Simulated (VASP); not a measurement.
A run of VASP 6.6.1:

Contents of INCAR:

```
SYSTEM = SiC
PREC = Accurate
ENCUT = 520
EDIFF = 1E-6
ISMEAR = 0
SIGMA = 0.05
LREAL = .FALSE.
LASPH = .TRUE.
NELM = 80
ALGO = Normal
ISIF = 2
LWAVE = .FALSE.
LCHARG = .TRUE.
GGA = PE
LELF = .TRUE.
LVHAR = .TRUE.
NBANDS = 11
```

The input KPOINTS:

```
Automatic mesh
0
G
  12 12 12
  0 0 0
```

File POSCAR:

```
SiC
1.0
    0.0000000000      2.1740000000      2.2609600000
    2.1740000000      0.0000000000      2.2609600000
    2.1740000000      2.1740000000      0.0000000000
Si C
1 1
Direct
    0.0000000000      0.0000000000      0.0000000000
    0.7500000000      0.7500000000      0.7500000000
```

Potentials or basis: VASP PAW PBE potentials, release 64 (Si, C).

Launch:

```bash
$ cat potpaw_PBE.64/Si/POTCAR potpaw_PBE.64/C/POTCAR > POTCAR
$ mpirun -np 1 vasp_std > vasp.out
```

Hardware: 1 thread of Intel(R) Xeon(R) Platinum 8375C CPU @ 2.90GHz (Ice Lake) (shared host).

Task: Estimate the wall time of this run.

Result: Run time: 16 s on 1 thread of Intel(R) Xeon(R) Platinum 8375C CPU @ 2.90GHz (Ice Lake), with other jobs on the host, peak memory 0.16 GiB. Counts: scf iterations 12, k points 163.
